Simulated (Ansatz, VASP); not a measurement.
**One calculation of TiAl3, two programs**

The input INCAR:

```
SYSTEM = TiAl3
ALGO = Normal ; EDIFF = 1E-6
EDIFFG = -0.04 ; ENCUT = 600
GGA = PE ; IBRION = 2
ISIF = 3 ; ISMEAR = 0
LASPH = .TRUE. ; LCHARG = .FALSE.
LREAL = .FALSE. ; LWAVE = .FALSE.
NELM = 80 ; NSW = 90
PREC = Accurate ; SIGMA = 0.1
```

File KPOINTS:

```
k-points
0
G
  4 4 4
  0 0 0
```

File POSCAR:

```
TiAl3
1.0
    3.8480927300      0.0000000000      0.0000000000
    0.0000000000      3.8480927300      0.0000000000
    0.0000000000      0.0000000000      3.8480927300
Ti Al
1 3
Direct
    0.0000000000      0.0000000000      0.0000000000
    0.5000000000      0.0000000000      0.5000000000
    0.0000000000      0.5000000000      0.5000000000
    0.5000000000      0.5000000000      0.0000000000
```

Input for Ansatz:

```yaml
crystal:
  lattice:
    - [3.84809273, 0.0, 0.0]
    - [0.0, 3.84809273, 0.0]
    - [0.0, 0.0, 3.84809273]
  atoms:
    - { symbol: Ti, position: [0.0, 0.0, 0.0] }
    - { symbol: Al, position: [0.5, 0.0, 0.5] }
    - { symbol: Al, position: [0.0, 0.5, 0.5] }
    - { symbol: Al, position: [0.5, 0.5, 0.0] }
basis:
  ecutwfc: 420
kpoints:
  mp_grid: { grid: [4, 4, 4] }
hamiltonian:
  xc: pbe
scf:
  occupations: { method: gaussian, width: 0.1 }
  lower_state_search: "off"
output:
  forces: true
  stress: true
  eigenvalues: true
relax:
  adjacent_minimum: "off"
  f_tol: 0.04
  max_steps: 70
  cell: { stress_tol: 0.4 }
```

Change from the starting cell: species swapped into the ErGa3 type (Pm-3m, No. 221).

Alike in both runs: task relaxation of cell and atoms; functional PBE; k mesh 4 × 4 × 4; occupations gaussian, width 0.1 eV; no spin polarisation.

|  | VASP | Ansatz |
| --- | --- | --- |
| version | VASP 6.6.1 | Ansatz 0.2.0 |
| potentials or method | VASP PAW PBE potentials, release 64 (Ti_sv, Al), cutoff 600 eV | scalar-relativistic, plane waves, PAW |
| valence electrons in the cell | 21 | 21 |

```csv
,VASP,Ansatz,Ansatz less VASP
"gap on the k mesh at the Fermi level, each at its own relaxed structure (eV)",none,none,-
relaxed volume (Å³/atom),15.77,15.77,-0.005
relaxed cell length with the largest relative difference (Å),3.981,3.981,-0.0004
```

A gap of «none» marks a metal or a gap that the smearing closes.

The k mesh is coarse, so the values compare programs but aren't converged.
